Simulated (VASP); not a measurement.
# Li (R-3m) in VASP: notebook

Li is run at these levels: LDA; tasks: electric field gradients.

All numbers are computed with VASP 6.6.1; they aren't measurements. Logs are shortened: lines on timing, memory, paths and dates and some standing lists are left out, and cuts for length are marked.

## Step 1: The cell of the first run

It takes space group R-3m (No. 166, trigonal). Conventional cell: a = 3.122 Å, b = 3.122 Å, c = 22.916 Å, α = 90.00°, β = 90.00°, γ = 120.00°. Li (site symmetry -3m) has 12 Li at 3.12 Å within 4.1 Å. Li (site symmetry 3m) has 12 Li at 3.11 to 3.12 Å within 4.1 Å.

## Step 2: Electric field gradients, LDA (21.49 Å³/atom)

INCAR

```
ALGO     = Normal         # electronic algorithm
EDIFF    = 1E-8           # SCF threshold, eV
ENCUT    = 520            # plane-wave cutoff, eV
GGA      = CA             # functional
ISIF     = 2              # what is computed and relaxed
ISMEAR   = -1             # smearing method
LASPH    = True           # aspherical terms in the spheres
LCHARG   = False          # write CHGCAR
LEFG     = True         
LREAL    = False          # projectors in reciprocal space
LWAVE    = False          # write WAVECAR
NBANDS   = 12             # bands
NELM     = 100            # most SCF steps
PREC     = Accurate       # precision mode
SIGMA    = 0.08           # smearing width, eV
```

KPOINTS

```
k-points
0
Gamma
  12 12 12
```

POSCAR

```
Li
1.0
    1.5607674700      0.9011095189      7.6385551070
   -1.5607674700      0.9011095189      7.6385551070
    0.0000000000     -1.8022190380      7.6385551070
Li
3
Direct
    0.0000000000      0.0000000000      0.0000000000
    0.2220000000      0.2220000000      0.2220000000
    0.7780000000      0.7780000000      0.7780000000
```

Potentials or basis: VASP PAW LDA potentials, release 64 (Li_sv).

Command:

```
$ cat potpaw_LDA.64/Li_sv/POTCAR > POTCAR
$ mpirun -np 1 vasp_std > vasp.out
```

OUTCAR:

```text
EDIFF = 1E-8
   ENCUT = 520
   GGA = CA
   ISIF = 2
   ISMEAR = -1
   LASPH = True
   LREAL = False
   NELM = 100
   PREC = Accurate

 ion  position               nearest neighbor table
   1  0.000  0.000  0.000-
   2  0.222  0.222  0.222-
   3  0.778  0.778  0.778-

  LATTYP: Found a trigonal (rhomboedric) cell.
 ALAT       =     7.8482811865
 COS(alpha) =     0.9209034946

  Lattice vectors:

 A1 = (   1.5607674700,   0.9011095189,   7.6385551070)
 A2 = (  -1.5607674700,   0.9011095189,   7.6385551070)
 A3 = (   0.0000000000,  -1.8022190380,   7.6385551070)

Analysis of symmetry for initial positions (statically):
=====================================================================
 Subroutine PRICEL returns:
 Original cell was already a primitive cell.

 Routine SETGRP: Setting up the symmetry group for a
 trigonal (rhombohedral) supercell.

 Subroutine GETGRP returns: Found 12 space group operations
 (whereof 12 operations were pure point group operations)
 out of a pool of 12 trial point group operations.

The static configuration has the point symmetry D_3d.

Analysis of symmetry for dynamics (positions and initial velocities):
=====================================================================
 Subroutine PRICEL returns:
 Original cell was already a primitive cell.

 Routine SETGRP: Setting up the symmetry group for a
 trigonal (rhombohedral) supercell.

 Subroutine GETGRP returns: Found 12 space group operations
 (whereof 12 operations were pure point group operations)
 out of a pool of 12 trial point group operations.

The dynamic configuration has the point symmetry D_3d.

 Subroutine INISYM returns: Found 12 space group operations
 (whereof 12 operations are pure point group operations),
 and found     1 'primitive' translations

----------------------------------------------------------------------------------------

                                     Primitive cell

  volume of cell :      64.4582

  direct lattice vectors                    reciprocal lattice vectors
     1.560767470  0.901109519  7.638555107     0.320355216  0.184957170  0.043638270
    -1.560767470  0.901109519  7.638555107    -0.320355216  0.184957170  0.043638270
     0.000000000 -1.802219038  7.638555107     0.000000000 -0.369914340  0.043638270

  length of vectors
     7.848281187  7.848281187  7.848281187     0.372479419  0.372479419  0.372479419

  position of ions in fractional coordinates (direct lattice)
     0.000000000  0.000000000  0.000000000
     0.222000000  0.222000000  0.222000000
     0.778000000  0.778000000  0.778000000

  ion indices of the primitive-cell ions
   primitive index   ion index
                 1           1
                 2           2
                 3           3

----------------------------------------------------------------------------------------

 KPOINTS: k-points

Automatic generation of k-mesh.
 Grid dimensions read from file:
 generate k-points for:   12   12   12

 Generating k-lattice:

  Cartesian coordinates                     Fractional coordinates (reciprocal lattice)
     0.026696268  0.015413098  0.003636523     0.083333333 -0.000000000 -0.000000000
    -0.026696268  0.015413098  0.003636523    -0.000000000  0.083333333 -0.000000000
     0.000000000 -0.030826195  0.003636523     0.000000000  0.000000000  0.083333333

  Length of vectors
     0.031039952  0.031039952  0.031039952

  Shift w.r.t. Gamma in fractional coordinates (k-lattice)
     0.000000000  0.000000000  0.000000000

 Subroutine IBZKPT returns following result:
 ===========================================

 Found    189 irreducible k-points:

 Following reciprocal coordinates:
            Coordinates               Weight
  0.000000  0.000000  0.000000      1.000000
  0.083333 -0.000000 -0.000000      6.000000
  0.166667  0.000000 -0.000000      6.000000
  0.250000  0.000000 -0.000000      6.000000
  0.333333 -0.000000  0.000000      6.000000
  0.416667  0.000000  0.000000      6.000000
[... 16 lines left out ...]
  0.500000  0.166667 -0.000000     12.000000
 -0.416667  0.166667  0.000000     12.000000
 [... further k-points ...]
   k-points           NKPTS =    189   k-points in BZ     NKDIM =    189   number of bands    NBANDS=     12
   number of dos      NEDOS =    301   number of ions     NIONS =      3
   total plane-waves  NPLWV = 216000
   dimension x,y,z NGX =    60 NGY =   60 NGZ =   60
   dimension x,y,z NGXF=   120 NGYF=  120 NGZF=  120
   ions per type =               3
   NGX,Y,Z   is equivalent  to a cutoff of  12.71, 12.71, 12.71 a.u.
   NGXF,Y,Z  is equivalent  to a cutoff of  25.42, 25.42, 25.42 a.u.
 SYSTEM =  unknown system
   PREC   = accura    normal or accurate (medium, high low for compatibility)
   ISTART =      0    job   : 0-new  1-cont  2-samecut
   ICHARG =      2    charge: 1-file 2-atom 10-const
   ISPIN  =      1    spin polarized calculation?
   LNONCOLLINEAR =      F non collinear calculations
   LSORBIT =      F    spin-orbit coupling
   LASPH  =      T    aspherical Exc in radial PAW
   ENCUT  =  520.0 eV  38.22 Ry    6.18 a.u.  14.59 14.59 14.59*2*pi/ulx,y,z
   NELM   =    100;   NELMIN=  2; NELMDL= -5     # of ELM steps
   EDIFF  = 0.1E-07   stopping-criterion for ELM
   LREAL  =      F    real-space projection
   EDIFFG = 0.1E-06   stopping-criterion for IOM
   NSW    =      0    number of steps for IOM
   IBRION =     -1    ionic relax: 0-MD 1-quasi-New 2-CG
   NFREE  =      0    steps in history (QN), initial steepest desc. (CG)
   ISIF   =      2    stress and relaxation
   ISYM   =      2    0-nonsym 1-usesym 2-fastsym
   POTIM  = 0.5000    time-step for ionic-motion
   TEBEG  =    0.0;   TEEND  =   0.0 temperature during run
   PSTRESS=    0.0 pullay stress
   NELECT =       9.0000    total number of electrons
   NUPDOWN=      -1.0000    fix difference up-down
   EMIN   =  10.00;   EMAX   =-10.00  energy-range for DOS
   EFERMI =   0.00;   METHOD = LEGACY
   ISMEAR =    -1;   SIGMA  =   0.08  broadening in eV -4-tet -1-fermi 0-gaus
   EFERMI_NEDOS =   21; number of points for ismear=-14 and -15
   IALGO  =     38    algorithm
   IMIX   =      4    mixing-type and parameters
     AMIX     =   0.40;   BMIX     =  1.00
     AMIX_MAG =   1.60;   BMIX_MAG =  1.00
  volume/ion in A,a.u.               =      21.49       145.00
  Fermi-wavevector in a.u.,A,eV,Ry     =   0.849304  1.604951  9.814106  0.721316
  Thomas-Fermi vector in A             =   1.965103
   LORBIT       =      0    0 simple, 1 ext, 2 COOP (PROOUT), +10 PAW based schemes
   GGA     = CA    functional components
   LHFCALC =     F    Hartree Fock is set to
   AEXX    =    0.0000 exact exchange contribution
   IVDW    =     0    specifies the selected vdW correction
   LEPSILON=     F    determine dielectric tensor
   LRPA    =     F    only Hartree local field effects (RPA)
 non-spin polarized calculation
  energy-cutoff  :      520.00
  volume of cell :       64.46
 maximum number of plane-waves:      1755
   NGX = 29   NGY = 29   NGZ = 29

 number of electron       9.0000009 magnetization

 Free energy of the ion-electron system (eV)
  ---------------------------------------------------
  ext. energy  EPLUGINS =         0.00000000
  ---------------------------------------------------
  free energy    TOTEN  =        -6.11954946 eV

  energy without entropy =       -6.08916380  energy(sigma->0) =       -6.10435663

 E-fermi :   0.4269     XC(G=0):  -6.9986

 val. band max:        0.4126220691   @ k =  -0.1667   0.1667   0.1667
 cond. band min:       0.4314027819   @ k =  -0.3333   0.1667   0.1667
 fundamental gap:      0.0187807128
 Fermi energy:         0.4268959243

 k-point     1 :       0.0000    0.0000    0.0000
  band No.  band energies     occupation
      1     -45.2929      2.00000
      2     -45.2808      2.00000
      3     -45.2761      2.00000
      4      -2.9811      2.00000
      5      -1.0917      2.00000
      6      -1.0907      2.00000
      7       5.8724      0.00000
      8       5.8990      0.00000
      9      12.5369      0.00000
     10      12.5369      0.00000
     11      12.6601      0.00000
     12      12.6601      0.00000

 k-point     2 :       0.0833   -0.0000   -0.0000
  band No.  band energies     occupation
      1     -45.2921      2.00000
      2     -45.2802      2.00000
      3     -45.2755      2.00000
      4      -2.8736      2.00000
      5      -1.0784      2.00000
      6      -0.8749      2.00000
      7       5.7217      0.00000
      8       6.1756      0.00000
      9      11.3817      0.00000
     10      11.8108      0.00000
     11      12.0952      0.00000
     12      12.2409      0.00000

 k-point     3 :       0.1667    0.0000   -0.0000
  band No.  band energies     occupation
      1     -45.2896      2.00000
      2     -45.2785      2.00000
      3     -45.2739      2.00000
      4      -2.5501      2.00000
      5      -0.8427      2.00000
      6      -0.4281      1.99995
      7       5.6435      0.00000
      8       6.5741      0.00000
      9       9.4449      0.00000
     10      10.3862      0.00000
     11      10.8372      0.00000
     12      11.2877      0.00000
[... 286 lines left out ...]
 k-point    23 :       0.5000    0.1667   -0.0000
  band No.  band energies     occupation
      1     -45.2794      2.00000
      2     -45.2708      2.00000
      3     -45.2683      2.00000
      4       0.0602      1.97976
      5       1.0755      0.00060
      6       2.2707      0.00000
      7       3.8336      0.00000
      8       4.8540      0.00000
      9       5.4725      0.00000
     10       6.2665      0.00000
     11       7.2963      0.00000
     12       8.6361      0.00000

 k-point    24 :      -0.4167    0.1667    0.0000
  band No.  band energies     occupation
      1     -45.2786      2.00000
      2     -45.2699      2.00000
      3     -45.2682      2.00000
      4       0.8072      0.01710
      5       1.5603      0.00000
      6       1.8402      0.00000
      7       3.9464      0.00000
      8       4.1780      0.00000
      9       4.7657      0.00000
     10       6.5556      0.00000
     11       7.0759      0.00000
     12       8.6618      0.00000

 [... further k-points ...]
[... 5 lines left out ...]
  --------------------------------------------------------------------------------------
  -------------------------------------------------------------------------------------
  Total       -0.6231675     -0.6231675     -0.6904440      0.0000000      0.0000000     -0.0000000
  in kB      -15.4894907    -15.4894907    -17.1617192      0.0000000      0.0000000     -0.0000000
  external PRESSURE =     -16.0469002 kB  Pullay stress =       0.0000000 kB

 VOLUME and BASIS-vectors are now :
 -----------------------------------------------------------------------------
  energy-cutoff  :      520.00
  volume of cell :       64.46
      direct lattice vectors                 reciprocal lattice vectors
     1.560767470  0.901109519  7.638555107     0.320355216  0.184957170  0.043638270
    -1.560767470  0.901109519  7.638555107    -0.320355216  0.184957170  0.043638270
     0.000000000 -1.802219038  7.638555107     0.000000000 -0.369914340  0.043638270

 POSITION                                       TOTAL-FORCE (eV/Angst)
 -----------------------------------------------------------------------------------
      0.00000      0.00000      0.00000        -0.000000      0.000000     -0.000000
      0.00000     -0.00000      5.08728         0.000000     -0.000000      0.008150
      0.00000     -0.00000     17.82839         0.000000      0.000000     -0.008150
 -----------------------------------------------------------------------------------
    total drift:                               -0.000000     -0.000000      0.000000

  FREE ENERGIE OF THE ION-ELECTRON SYSTEM (eV)
  ---------------------------------------------------
  free  energy   TOTEN  =        -6.1195494593 eV

  energy  without entropy=       -6.0891638026  energy(sigma->0) =       -6.10435663

 Electric field gradients (V/A^2)
---------------------------------------------------------------------
 ion       V_xx      V_yy      V_zz      V_xy      V_xz      V_yz
---------------------------------------------------------------------
   1      -0.025    -0.025     0.050    -0.000    -0.000     0.000
   2      -0.031    -0.031     0.061     0.000    -0.000     0.000
   3      -0.031    -0.031     0.061    -0.000    -0.000     0.000
---------------------------------------------------------------------

 Electric field gradients after diagonalization (V/A^2)
 (convention: |V_zz| > |V_xx| > |V_yy|)
----------------------------------------------------------------------
 ion       V_xx      V_yy      V_zz     asymmetry (V_yy - V_xx)/ V_zz
----------------------------------------------------------------------
   1      -0.025    -0.025     0.050       0.000
   2      -0.031    -0.031     0.061       0.000
   3      -0.031    -0.031     0.061       0.000
----------------------------------------------------------------------

           NMR quadrupolar parameters

 Cq : quadrupolar parameter    Cq=e*Q*V_zz/h
 eta: asymmetry parameters     (V_yy - V_xx)/ V_zz
 Q  : nuclear electric quadrupole moment in mb (millibarn)
----------------------------------------------------------------------
 ion       Cq(MHz)       eta       Q (mb)
----------------------------------------------------------------------
   1       0.000       0.000       1.000
   2       0.000       0.000       1.000
   3       0.000       0.000       1.000
----------------------------------------------------------------------
```

Run time: 5 min. Hardware: 1 thread of Intel Xeon 6975P-C (Granite Rapids), shared host; peak memory 0.38 GiB.

Results:

```
Free energy                             : -6.1195 eV
Largest force                           : 0.008 eV/Å
Band gap on the k mesh                  : zero (an odd number of electrons rules out a gap without spin polarisation)
Largest electric field gradient by atom : Li +0.05, +0.06 (each value once) V/Å²
```

Forces on the atoms (eV/Å):
```
Li   0.000  0.000  0.000
Li   0.000  0.000  0.008
Li   0.000  0.000 -0.008
```

Caveat: the cutoff is under 1.25 times the usual one of these potentials, so pressure, stress and relaxed cells hold a basis-set (Pulay) error; without QUAD_EFG the Cq values of the log hold for a quadrupole moment of 1 mb, not for the nuclei.

(Part 1 of 2 ends here.)
